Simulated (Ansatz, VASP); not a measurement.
One calculation of Se, two programs

```
Se
1.0
     4.45850    0.00000    0.00000
    -2.22925    3.86117    0.00000
     0.00000    0.00000    4.27516
Se
2
Direct
  0.33333 0.66667 0.00000
  0.66667 0.33333 0.00000
```

Alike in both runs: task relaxation of cell and atoms; functional PBE; k mesh 12 × 12 × 14; occupations gaussian, width 0.1 eV; no spin polarisation.

|  | VASP | Ansatz |
| --- | --- | --- |
| version | VASP 6.6.1 | Ansatz 0.2.0 |
| potentials or method | VASP PAW PBE potentials, release 64 (Se), cutoff 600 eV | scalar-relativistic, plane waves, PAW |
| valence electrons in the cell | 12 | 32 |

|  | VASP | Ansatz | Ansatz less VASP |
| --- | --- | --- | --- |
| gap on the k mesh at the Fermi level, each at its own relaxed structure (eV) | none | none | - |
| relaxed volume (Å³/atom) | 37.14 | 37.13 | -0.012 |
| relaxed length of the cell vector where the two differ most in proportion (Å) | 4.275 | 4.274 | -0.0012 |

A gap of «none» marks a metal or a gap that the smearing closes. VASP's potentials hold 12 valence electrons a cell and Ansatz's 32, so a difference there can come from the potentials and not from the codes.
